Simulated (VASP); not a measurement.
# NaI in VASP: notebook, part 3 of 3

VASP 6.6.1.

**5. Single point, r2SCAN (shear xy strain -3.8%)**

Input file POSCAR:

```
NaI
1.0
   -0.0664348437      3.5431916657      3.5431916657
    3.5431916657     -0.0664348437      3.5431916657
    3.4767568220      3.4767568220      0.0000000000
Na I
1 1
Direct
   -0.0042629973     -0.0042629973      0.0042629973
    0.2542629973      0.2542629973      0.2457370027
```

Input file INCAR.step1:

```
SYSTEM = NaI
  ALGO = Normal
  EDIFF = 1E-4
  ENCUT = 520
  GGA = PE
  ISMEAR = 0
  LASPH = .TRUE.
  LCHARG = .FALSE.
  LREAL = .FALSE.
  LWAVE = .TRUE.
  NBANDS = 14
  NELM = 60
  PREC = Accurate
  SIGMA = 0.01
```

Input file INCAR.step2:

```
SYSTEM = NaI
  ALGO = Normal
  EDIFF = 1E-6
  ENCUT = 520
  ISIF = 2
  ISMEAR = 0
  ISTART = 1
  LASPH = .TRUE.
  LCHARG = .FALSE.
  LMIXTAU = .TRUE.
  LREAL = .FALSE.
  LWAVE = .FALSE.
  METAGGA = R2SCAN
  NBANDS = 14
  NELM = 60
  PREC = Accurate
  SIGMA = 0.01
```

Input file KPOINTS:

```
k-points
0
G
  6 6 6
  0 0 0
```

Potentials or basis: VASP PAW PBE potentials, release 64 (Na_pv, I).

On the command line:

```
$ cat potpaw_PBE.64/Na_pv/POTCAR potpaw_PBE.64/I/POTCAR > POTCAR
$ cp INCAR.step1 INCAR
$ mpirun -np 1 vasp_std > vasp.out
$ cp INCAR.step2 INCAR
$ mpirun -np 1 vasp_std > vasp.out
```

OUTCAR:

```text
SYSTEM = NaI
   EDIFF = 1E-6
   ENCUT = 520
   ISIF = 2
   ISMEAR = 0
   ISTART = 1
   LASPH = .TRUE.
   LREAL = .FALSE.
   METAGGA = R2SCAN
   NELM = 60
   PREC = Accurate

 ion  position               nearest neighbor table
   1  0.996  0.996  0.004-   2 3.07   2 3.07   2 3.07   2 3.07
   2  0.254  0.254  0.246-   1 3.07   1 3.07   1 3.07   1 3.07

  LATTYP: Found a body centered orthorhombic cell.
 ALAT       =     4.9168766507
 B/A-ratio  =     1.0382165605
 C/A-ratio  =     1.4412367514

  Lattice vectors:

 A1 = (   0.0664348437,  -3.5431916657,  -3.5431916657)
 A2 = (  -0.0664348437,   3.5431916657,  -3.5431916657)
 A3 = (   3.5431916657,  -0.0664348437,   3.5431916657)

Analysis of symmetry for initial positions (statically):
=====================================================================
 Subroutine PRICEL returns:
 Original cell was already a primitive cell.

 Routine SETGRP: Setting up the symmetry group for a
 body centered orthorhombic supercell.

 Subroutine GETGRP returns: Found  4 space group operations
 (whereof  4 operations were pure point group operations)
 out of a pool of  8 trial point group operations.

The static configuration has the point symmetry C_2v.

Analysis of symmetry for dynamics (positions and initial velocities):
=====================================================================
 Subroutine PRICEL returns:
 Original cell was already a primitive cell.

 Routine SETGRP: Setting up the symmetry group for a
 body centered orthorhombic supercell.

 Subroutine GETGRP returns: Found  4 space group operations
 (whereof  4 operations were pure point group operations)
 out of a pool of  8 trial point group operations.

The dynamic configuration has the point symmetry C_2v.

 Subroutine INISYM returns: Found  4 space group operations
 (whereof  4 operations are pure point group operations),
 and found     1 'primitive' translations

----------------------------------------------------------------------------------------

                                     Primitive cell

  volume of cell :      88.9326

  direct lattice vectors                    reciprocal lattice vectors
    -0.066434844  3.543191666  3.543191666    -0.138518486  0.138518486  0.141115708
     3.543191666 -0.066434844  3.543191666     0.138518486 -0.138518486  0.141115708
     3.476756822  3.476756822  0.000000000     0.143812186  0.143812186 -0.141115708

  length of vectors
     5.011270093  5.011270093  4.916876651     0.241429876  0.241429876  0.247542992

  position of ions in fractional coordinates (direct lattice)
     0.995737003  0.995737003  0.004262997
     0.254262997  0.254262997  0.245737003

  ion indices of the primitive-cell ions
   primitive index   ion index
                 1           1
                 2           2

----------------------------------------------------------------------------------------

 KPOINTS: k-points

Automatic generation of k-mesh.
 Grid dimensions read from file:
 generate k-points for:    6    6    6

 Generating k-lattice:

  Cartesian coordinates                     Fractional coordinates (reciprocal lattice)
    -0.023086414  0.023086414  0.023519285     0.166666667  0.000000000  0.000000000
     0.023086414 -0.023086414  0.023519285     0.000000000  0.166666667  0.000000000
     0.023968698  0.023968698 -0.023519285     0.000000000  0.000000000  0.166666667

  Length of vectors
     0.040238313  0.040238313  0.041257165

  Shift w.r.t. Gamma in fractional coordinates (k-lattice)
     0.000000000  0.000000000  0.000000000

 Subroutine IBZKPT returns following result:
 ===========================================

 Found     46 irreducible k-points:

 Following reciprocal coordinates:
            Coordinates               Weight
  0.000000  0.000000  0.000000      1.000000
  0.166667  0.000000  0.000000      4.000000
  0.333333  0.000000  0.000000      4.000000
  0.500000  0.000000  0.000000      2.000000
  0.166667  0.166667  0.000000      2.000000
  0.333333  0.166667  0.000000      4.000000
[... 16 lines left out ...]
 -0.166667  0.333333  0.166667      4.000000
  0.500000  0.500000  0.166667      4.000000
 [... further k-points ...]
   k-points           NKPTS =     46   k-points in BZ     NKDIM =     46   number of bands    NBANDS=     14
   number of dos      NEDOS =    301   number of ions     NIONS =      2
   total plane-waves  NPLWV =  64000
   dimension x,y,z NGX =    40 NGY =   40 NGZ =   40
   dimension x,y,z NGXF=    80 NGYF=   80 NGZF=   80
   ions per type =               1   1
   NGX,Y,Z   is equivalent  to a cutoff of  13.27, 13.27, 13.52 a.u.
   NGXF,Y,Z  is equivalent  to a cutoff of  26.54, 26.54, 27.05 a.u.
 SYSTEM =  NaI
   PREC   = accura    normal or accurate (medium, high low for compatibility)
   ISTART =      1    job   : 0-new  1-cont  2-samecut
   ICHARG =      0    charge: 1-file 2-atom 10-const
   ISPIN  =      1    spin polarized calculation?
   LNONCOLLINEAR =      F non collinear calculations
   LSORBIT =      F    spin-orbit coupling
   LASPH  =      T    aspherical Exc in radial PAW
   ENCUT  =  520.0 eV  38.22 Ry    6.18 a.u.   9.32  9.32  9.14*2*pi/ulx,y,z
   NELM   =     60;   NELMIN=  2; NELMDL=  0     # of ELM steps
   EDIFF  = 0.1E-05   stopping-criterion for ELM
   LREAL  =      F    real-space projection
[... 7 lines left out ...]
   TEBEG  =    0.0;   TEEND  =   0.0 temperature during run
   PSTRESS=    0.0 pullay stress
   NELECT =      14.0000    total number of electrons
   NUPDOWN=      -1.0000    fix difference up-down
   EMIN   =  10.00;   EMAX   =-10.00  energy-range for DOS
   EFERMI =   0.00;   METHOD = LEGACY
   ISMEAR =     0;   SIGMA  =   0.01  broadening in eV -4-tet -1-fermi 0-gaus
   EFERMI_NEDOS =   21; number of points for ismear=-14 and -15
   IALGO  =     38    algorithm
   IMIX   =      4    mixing-type and parameters
     AMIX     =   0.40;   BMIX     =  1.00
     AMIX_MAG =   1.60;   BMIX_MAG =  1.00
  volume/ion in A,a.u.               =      44.47       300.07
  Fermi-wavevector in a.u.,A,eV,Ry     =   0.883956  1.670434 10.631286  0.781377
  Thomas-Fermi vector in A             =   2.004791
   LORBIT       =      0    0 simple, 1 ext, 2 COOP (PROOUT), +10 PAW based schemes
   METAGGA = R2SCAN    functional components
   LHFCALC =     F    Hartree Fock is set to
   AEXX    =    0.0000 exact exchange contribution
   IVDW    =     0    specifies the selected vdW correction
   LEPSILON=     F    determine dielectric tensor
   LRPA    =     F    only Hartree local field effects (RPA)
 non-spin polarized calculation
 Gauss-broadening in eV      SIGMA  =   0.01
  energy-cutoff  :      520.00
  volume of cell :       88.93
 maximum number of plane-waves:      2411
 NGX is ok and might be reduce to    40
   NGX = 19   NGY = 19   NGZ = 19

 number of electron      13.9999999 magnetization

 Free energy of the ion-electron system (eV)
  ---------------------------------------------------
  ext. energy  EPLUGINS =         0.00000000
  ---------------------------------------------------
  free energy    TOTEN  =       -30.91631981 eV

  energy without entropy =      -30.91631981  energy(sigma->0) =      -30.91631981

 E-fermi :  -1.2641     XC(G=0):  -6.8037

 val. band max:       -1.3991356692   @ k =   0.0000   0.0000   0.0000
 cond. band min:       2.9618368745   @ k =   0.0000   0.0000   0.0000
 fundamental gap:      4.3609725437
 Fermi energy:        -1.2641103125

 k-point     1 :       0.0000    0.0000    0.0000
  band No.  band energies     occupation
      1     -24.3455      2.00000
      2     -24.3439      2.00000
      3     -24.3427      2.00000
      4     -12.1931      2.00000
      5      -1.5090      2.00000
      6      -1.4586      2.00000
      7      -1.3991      2.00000
      8       2.9618      0.00000
      9       6.9399      0.00000
     10       7.1125      0.00000
     11       7.2851      0.00000
     12       8.8126      0.00000
     13       8.8216      0.00000
     14      10.4031      0.00000
[... 375 lines left out ...]
 k-point    24 :       0.5000    0.5000    0.1667
  band No.  band energies     occupation
      1     -24.3470      2.00000
      2     -24.3457      2.00000
      3     -24.3434      2.00000
      4     -12.0204      2.00000
      5      -2.4689      2.00000
      6      -1.9126      2.00000
      7      -1.8607      2.00000
      8       4.4735      0.00000
      9       5.8268      0.00000
     10       7.3612      0.00000
     11       8.4016      0.00000
     12       9.3064      0.00000
     13      10.7168      0.00000
     14      11.1351      0.00000

 [... further k-points ...]

------------------------ aborting loop because EDIFF is reached ----------------------------------------

  FORCE on cell =-STRESS in cart. coord.  units (eV):
  Direction    XX          YY          ZZ          XY          YZ          ZX
  --------------------------------------------------------------------------------------
  -------------------------------------------------------------------------------------
  Total       -0.0382406     -0.0382406     -0.0371312      0.0648178      0.0000000      0.0000000
  in kB       -0.6889290     -0.6889290     -0.6689421      1.1677327      0.0000000      0.0000000
  external PRESSURE =      -0.6822667 kB  Pullay stress =       0.0000000 kB

 VOLUME and BASIS-vectors are now :
 -----------------------------------------------------------------------------
  energy-cutoff  :      520.00
  volume of cell :       88.93
      direct lattice vectors                 reciprocal lattice vectors
    -0.066434844  3.543191666  3.543191666    -0.138518486  0.138518486  0.141115708
     3.543191666 -0.066434844  3.543191666     0.138518486 -0.138518486  0.141115708
     3.476756822  3.476756822  0.000000000     0.143812186  0.143812186 -0.141115708

 POSITION                                       TOTAL-FORCE (eV/Angst)
 -----------------------------------------------------------------------------------
      3.47676      3.47676      7.05617        -0.000000     -0.000000     -0.011242
      1.73838      1.73838      1.80181         0.000000      0.000000      0.011242
 -----------------------------------------------------------------------------------
    total drift:                                0.000015      0.000015     -0.019857

  FREE ENERGIE OF THE ION-ELECTRON SYSTEM (eV)
  ---------------------------------------------------
  free  energy   TOTEN  =       -30.9163198123 eV

  energy  without entropy=      -30.9163198123  energy(sigma->0) =      -30.91631981
```

Run time: 3.8 min. Hardware: 1 thread of Intel Xeon Platinum 8488C (Sapphire Rapids), shared host; peak memory 0.27 GiB.

What came out:

```yaml
Free_energy: -30.9163 eV
Pressure: -0.1 GPa
Largest_force: 0.011 eV/Å
Band_gap_on_the_k_mesh: 4.36 eV
```

Forces in eV/Å, atoms in the order of the input:
```
Na   0.000  0.000 -0.011
I    0.000  0.000  0.011
```

Caveat: the cell differs from its parent crystal (shear xy strain -3.8%); the PAW data sets were made with another functional, which shifts forces and pressure a little; spin-orbit coupling is left out, which moves the levels of the heavy elements.

**6. Single point, HSE06 (biaxial xy strain -0.5%)**

Input file POSCAR:

```
NaI
1.0
    0.0000000000      3.5254757074      3.5431916657
    3.5254757074      0.0000000000      3.5431916657
    3.5254757074      3.5254757074      0.0000000000
Na I
1 1
Direct
    0.0000000000      0.0000000000      0.0000000000
    0.2500000000      0.2500000000      0.2500000000
```

Input file INCAR.step1:

```
SYSTEM = NaI
  PREC = Accurate
  ENCUT = 520
  EDIFF = 1E-5
  ISMEAR = 0
  SIGMA = 0.01
  LREAL = .FALSE.
  LASPH = .TRUE.
  NELM = 80
  ALGO = Normal
  ISIF = 2
  LWAVE = .TRUE.
  LCHARG = .FALSE.
  GGA = PE
  NBANDS = 14
```

Input file INCAR.step2:

```
SYSTEM = NaI
  PREC = Accurate
  ENCUT = 520
  EDIFF = 1E-7
  ISMEAR = 0
  SIGMA = 0.01
  LREAL = .FALSE.
  LASPH = .TRUE.
  NELM = 80
  ALGO = Normal
  ISIF = 2
  LWAVE = .FALSE.
  LCHARG = .FALSE.
  GGA = PE
  LHFCALC = .TRUE.
  HFSCREEN = 0.2079
  PRECFOCK = Normal
  ISTART = 1
  NBANDS = 14
```

Input file KPOINTS:

```
Automatic mesh
0
G
  4 4 4
  0 0 0
```

Potentials or basis: VASP PAW PBE potentials, release 64 (Na_pv, I).

On the command line:

```
$ cat potpaw_PBE.64/Na_pv/POTCAR potpaw_PBE.64/I/POTCAR > POTCAR
$ cp INCAR.step1 INCAR
$ mpirun -np 1 vasp_std > vasp.out
$ cp INCAR.step2 INCAR
$ mpirun -np 1 vasp_std > vasp.out
```

OUTCAR:

```text
SYSTEM = NaI
   PREC = Accurate
   ENCUT = 520
   EDIFF = 1E-7
   ISMEAR = 0
   LREAL = .FALSE.
   LASPH = .TRUE.
   NELM = 80
   ISIF = 2
   GGA = PE
   LHFCALC = .TRUE.
   HFSCREEN = 0.2079
   PRECFOCK = Normal
   ISTART = 1

 ion  position               nearest neighbor table
   1  0.000  0.000  0.000-   2 3.06   2 3.06   2 3.06   2 3.06
   2  0.250  0.250  0.250-   1 3.06   1 3.06   1 3.06   1 3.06

  LATTYP: Found a body centered tetragonal cell.
 ALAT       =     4.9857755592
 C/A-ratio  =     1.4213201632
[... 407 lines left out ...]

  FORCE on cell =-STRESS in cart. coord.  units (eV):
  Direction    XX          YY          ZZ          XY          YZ          ZX
  --------------------------------------------------------------------------------------
  -------------------------------------------------------------------------------------
  Total        0.1769378      0.1769378      0.1730990      0.0000000     -0.0000000      0.0000000
  in kB        3.2186305      3.2186305      3.1488004      0.0000000     -0.0000000      0.0000000
  external PRESSURE =       3.1953538 kB  Pullay stress =       0.0000000 kB

 VOLUME and BASIS-vectors are now :
 -----------------------------------------------------------------------------
  energy-cutoff  :      520.00
  volume of cell :       88.08
      direct lattice vectors                 reciprocal lattice vectors
     0.000000000  3.525475707  3.543191666    -0.141824832  0.141824832  0.141115708
     3.525475707  0.000000000  3.543191666     0.141824832 -0.141824832  0.141115708
     3.525475707  3.525475707  0.000000000     0.141824832  0.141824832 -0.141115708

 POSITION                                       TOTAL-FORCE (eV/Angst)
 -----------------------------------------------------------------------------------
      0.00000      0.00000      0.00000        -0.000000     -0.000000      0.000000
      1.76274      1.76274      1.77160         0.000000      0.000000     -0.000000
 -----------------------------------------------------------------------------------
    total drift:                                0.000002      0.000001      0.000001

  FREE ENERGIE OF THE ION-ELECTRON SYSTEM (eV)
  ---------------------------------------------------
  free  energy   TOTEN  =        -6.1506313475 eV

  energy  without entropy=       -6.1506313475  energy(sigma->0) =       -6.15063135
```

Wall time 18 min (1 thread of Intel Xeon Platinum 8488C (Sapphire Rapids), shared host); peak memory 0.34 GiB.

What came out:

```
Free energy            : -6.1506 eV
Pressure               : 0.3 GPa
Band gap on the k mesh : 4.81 eV
```

Caveat: the cell differs from its parent crystal (biaxial xy strain -0.5%); the PAW data sets were made with another functional, which shifts forces and pressure a little; spin-orbit coupling is left out, which moves the levels of the heavy elements.

**7. The runs side by side**

| level | cell | k mesh | smearing | grid for exact exchange (PRECFOCK) | share of exact exchange | screening parameter | gap on the mesh (eV) | pressure (GPa) |
| --- | --- | --- | --- | --- | --- | --- | --- | --- |
| PBE | a = 4.998, b = 4.998, c = 4.986 Å, angles 60.1, 60.1, 59.8°, 2 atoms, biaxial xy strain -0.5% | 6 × 6 × 6 | fermi-dirac 0.02 eV | - | - | - | 3.84 | 0.5 |
| PBE | a = 5.011, b = 5.011, c = 4.917 Å, angles 60.6, 60.6, 61.2°, 2 atoms, shear xy strain -3.8% | 6 × 6 × 6 | fermi-dirac 0.02 eV | - | - | - | 3.76 | 0.4 |
| r2SCAN | a = 4.998, b = 4.998, c = 4.986 Å, angles 60.1, 60.1, 59.8°, 2 atoms, biaxial xy strain -0.5% | 6 × 6 × 6 | gaussian 0.01 eV | - | - | - | 4.44 | 0.1 |
| r2SCAN | a = 5.011, b = 5.011, c = 4.917 Å, angles 60.6, 60.6, 61.2°, 2 atoms, shear xy strain -3.8% | 6 × 6 × 6 | gaussian 0.01 eV | - | - | - | 4.36 | -0.1 |
| HSE06 | a = 4.998, b = 4.998, c = 4.986 Å, angles 60.1, 60.1, 59.8°, 2 atoms, biaxial xy strain -0.5% | 4 × 4 × 4 | gaussian 0.01 eV | Normal | 0.25 | 0.2079 1/Å | 4.81 | 0.3 |

Alike in all rows: task single point; potentials or basis VASP PAW PBE potentials, release 64 (Na_pv, I); no spin polarisation; cutoff (eV) 520.

Caveats: spin-orbit coupling is left out, which moves the levels of the heavy elements; the PAW data sets were made with another functional, which shifts forces and pressure a little (at least some runs).

Total energies depend on the potentials used, so only differences within one code and one set of settings carry meaning.
